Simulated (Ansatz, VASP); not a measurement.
# Al: VASP beside Ansatz

```
Al
1.0
     1.99634    1.99634    0.00000
    -1.99634    1.99634    0.00000
     0.00000    0.00000    4.17235
Al
2
Direct
  0.00000 0.00000 0.00000
  0.50000 0.50000 0.50000
```

Change from the starting cell: strain along c alone, the other axes held, atoms relaxed: +4.5 %.

Alike in both runs: task single point; functional r2SCAN; k mesh 18 × 18 × 14; occupations gaussian, width 0.1 eV; no spin polarisation.

|  | VASP | Ansatz |
| --- | --- | --- |
| version | VASP 6.6.1 | Ansatz 0.2.0 |
| potentials or method | VASP PAW PBE potentials, release 64 (Al), cutoff 520 eV | scalar-relativistic, plane waves, PAW |
| valence electrons in the cell | 6 | 6 |

```tsv
	VASP	Ansatz	Ansatz less VASP
gap on the k mesh at the Fermi level (eV)	none	none	-
pressure (GPa)	-3.8	-3.6	+0.28
traceless stress, the component that is largest in VASP (GPa)	-2.01	-2.01	-0.001
```

VASP's potentials were made for PBE, not for r2SCAN. A gap of «none» marks a metal or a gap that the smearing closes. With one functional, cell and mesh, what is left measures potentials, basis and numerics.
